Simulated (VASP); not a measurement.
**LiC18: single point with PBE**

LiC18, a slab with vacuum:

```
C Li
1.0
     7.39800    0.00000    0.00000
    -3.69900    6.40686    0.00000
     0.00000    0.00000   13.00000
C Li
18 1
Direct
  0.99408 0.99690 0.07784
  0.21617 0.10795 0.07874
  0.99346 0.33066 0.07871
  0.21520 0.44079 0.07858
  0.99346 0.66253 0.07870
  0.21520 0.77414 0.07858
  0.32630 0.99635 0.07860
  0.54804 0.10796 0.07862
  0.32630 0.32968 0.07860
  0.54804 0.43981 0.07861
  0.32532 0.66252 0.07854
  0.54741 0.77357 0.07753
  0.65908 0.99691 0.07763
  0.88242 0.10857 0.07778
  0.65965 0.32969 0.07859
  0.88186 0.44079 0.07862
  0.65908 0.66190 0.07762
  0.88242 0.77357 0.07777
  0.76941 0.88455 0.20572
```

```
Program             : VASP 6.6.1
Task                : single point
Functional          : PBE
Potentials or basis : VASP PAW PBE potentials, release 64 (C, Li_sv)
Cutoff              : 520 eV
k mesh              : 2 × 2 × 1
Occupations         : gaussian, width 0.05 eV
Spin                : collinear spin, ferromagnetic start
Starting moments    : [0.0, 0.0, 0.0, 0.0, 0.0, 0.0, 0.0, 0.0, 0.0, 0.0, 0.0, 0.0, 0.0, 0.0, 0.0, 0.0, 0.0, 0.0, 1.0] μB
```

```json
{"Largest force": "0.015 eV/Å", "Net moment": "0.00 μB per cell", "Valence electrons inside the program's atomic spheres": "C 2.66; Li 2.07"}
```

Forces on the atoms (eV/Å):
```
C    0.006  0.003 -0.002
C    0.001  0.001 -0.005
C   -0.005  0.003 -0.002
C    0.000 -0.002  0.002
C    0.000 -0.005 -0.001
C   -0.004  0.000  0.003
C   -0.004 -0.002 -0.001
C    0.000  0.005  0.003
C   -0.004 -0.003  0.000
C    0.000  0.000  0.004
C   -0.004 -0.003 -0.001
C   -0.003 -0.004  0.006
C   -0.005  0.006 -0.003
C    0.000 -0.001 -0.003
C    0.006  0.006 -0.004
C    0.001  0.000 -0.004
C    0.003 -0.006 -0.002
C    0.000 -0.001 -0.002
Li   0.010  0.005  0.011
```

Levels at points of the mesh, in eV from the Fermi level:
Spin up:
| k point | band 33 | band 34 | band 35 | band 36 | band 37 | band 38 | band 39 | band 40 | band 41 | band 42 |
| --- | --- | --- | --- | --- | --- | --- | --- | --- | --- | --- |
| (0.00, 0.00, 0.00) | -4.79 | -3.20 | -3.20 | -0.41 | -0.41 | -0.29 | -0.29 | 1.29 | 3.18 | 3.68 |
| (0.50, 0.00, 0.00) | -3.27 | -3.10 | -2.90 | -2.88 | -2.60 | 1.31 | 1.71 | 2.15 | 2.15 | 2.15 |
| (0.00, 0.50, 0.00) | -3.27 | -3.10 | -2.90 | -2.88 | -2.60 | 1.31 | 1.71 | 2.15 | 2.15 | 2.15 |
| (0.50, 0.50, 0.00) | -3.27 | -3.10 | -2.90 | -2.88 | -2.60 | 1.31 | 1.71 | 2.15 | 2.15 | 2.15 |
Spin down:
| k point | band 35 | band 36 | band 37 | band 38 | band 39 | band 40 |
| --- | --- | --- | --- | --- | --- | --- |
| (0.00, 0.00, 0.00) | -3.20 | -0.41 | -0.41 | -0.29 | -0.29 | 1.29 |
| (0.50, 0.00, 0.00) | -2.90 | -2.88 | -2.60 | 1.31 | 1.71 | 2.15 |
| (0.00, 0.50, 0.00) | -2.90 | -2.88 | -2.60 | 1.31 | 1.71 | 2.15 |
| (0.50, 0.50, 0.00) | -2.90 | -2.88 | -2.60 | 1.31 | 1.71 | 2.15 |

Wall time 8.7 min on 1 thread of Oxide Virtual Turin-like Processor, with other jobs on the host, peak memory 0.89 GiB.

Caveat: the k points lie up to 0.49 Å⁻¹ apart.
